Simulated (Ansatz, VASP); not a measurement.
# MgB: VASP beside Ansatz

```xyz
2
Lattice="2.8991 0.0000 0.0000 0.0000 2.8991 0.0000 0.0000 0.0000 2.8832" Properties=species:S:1:pos:R:3 pbc="T T T"
Mg    0.0000    0.0000    0.0000
B     1.4496    1.4496    1.4416
```

Change from the starting cell: species swapped into the CoPt type (P4/mmm, No. 123).

Alike in both runs: functional PBE; k mesh 22 × 22 × 16; occupations gaussian, width 0.1 eV; no spin polarisation.

Ansatz relaxed the structure, and its values are those at the end. VASP's run is a single point on that final structure, the one shown.

```csv
,VASP,Ansatz
version,VASP 6.6.1,Ansatz 0.2.0
potentials or method,"VASP PAW PBE potentials, release 64 (Mg, B), cutoff 600 eV","scalar-relativistic, plane waves, PAW"
valence electrons in the cell,5,13
```

```csv
,VASP,Ansatz,Ansatz less VASP
gap on the k mesh at the Fermi level (eV),none,none,-
pressure (GPa),-0.2,0.0,+0.24
```

A gap of «none» marks a metal or a gap that the smearing closes. VASP's potentials hold 5 valence electrons a cell and Ansatz's 13, so a difference there can come from the potentials and not from the codes.
